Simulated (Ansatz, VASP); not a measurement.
**One calculation of ZrO2, two programs**

The input POSCAR:

```
ZrO2
1.0
    0.0000000000      2.6168300927      2.6168300927
    2.6168300927      0.0000000000      2.6168300927
    2.6168300927      2.6168300927      0.0000000000
Zr O
1 2
Direct
    0.0000000000      0.0000000000      0.0000000000
    0.2500000000      0.2500000000      0.2500000000
    0.7500000000      0.7500000000      0.7500000000
```

File INCAR.step1:

```
ALGO = Normal ; EDIFF = 1E-5
ENCUT = 660 ; GGA = PE
GGA_COMPAT = F ; ISMEAR = 0
LASPH = T ; LCHARG = F
LREAL = F ; LWAVE = T
NBANDS = 19 ; NELM = 120
PREC = Accurate ; SIGMA = 0.01
```

Contents of INCAR.step2:

```
ALGO = Normal ; EDIFF = 1E-6
ENCUT = 660 ; GGA_COMPAT = F
ISIF = 2 ; ISMEAR = 0
ISTART = 1 ; LASPH = T
LCHARG = F ; LMIXTAU = T
LREAL = F ; LWAVE = F
METAGGA = R2SCAN ; NBANDS = 19
NELM = 120 ; PREC = Accurate
SIGMA = 0.01
```

KPOINTS

```
k-points
0
Gamma
  6 6 6
```

Input for Ansatz:

```yaml
crystal:
  lattice:
    - [0.0, 2.6168300926818913, 2.6168300926818913]
    - [2.6168300926818913, 0.0, 2.6168300926818913]
    - [2.6168300926818913, 2.6168300926818913, 0.0]
  atoms:
    - { symbol: Zr, position: [0.0, 0.0, 0.0] }
    - { symbol: O, position: [0.25, 0.25, 0.25] }
    - { symbol: O, position: [0.75, 0.75, 0.75] }
basis:
  ecutwfc: 600.0
kpoints:
  mp_grid:
    grid: [6, 6, 6]
hamiltonian:
  xc: r2scan
  pseudopotentials:
    kind: paw
scf:
  occupations:
    method: fixed
output:
  stress: true
```

Alike in both runs: task single point; functional r2SCAN; k mesh 6 × 6 × 6; no spin polarisation.

|  | VASP | Ansatz |
| --- | --- | --- |
| version | VASP 6.6.1 | Ansatz 0.2.0 |
| potentials or method | VASP PAW PBE potentials, release 64 (Zr_sv, O), cutoff 660 eV | plane waves, PAW |
| occupations | gaussian, width 0.01 eV | fixed |
| valence electrons in the cell | 24 | 24 |

```csv
,VASP,Ansatz,Ansatz less VASP
pressure (GPa),-18.1,-18.1,0.00
```

VASP's potentials were made for PBE, not for r2SCAN.
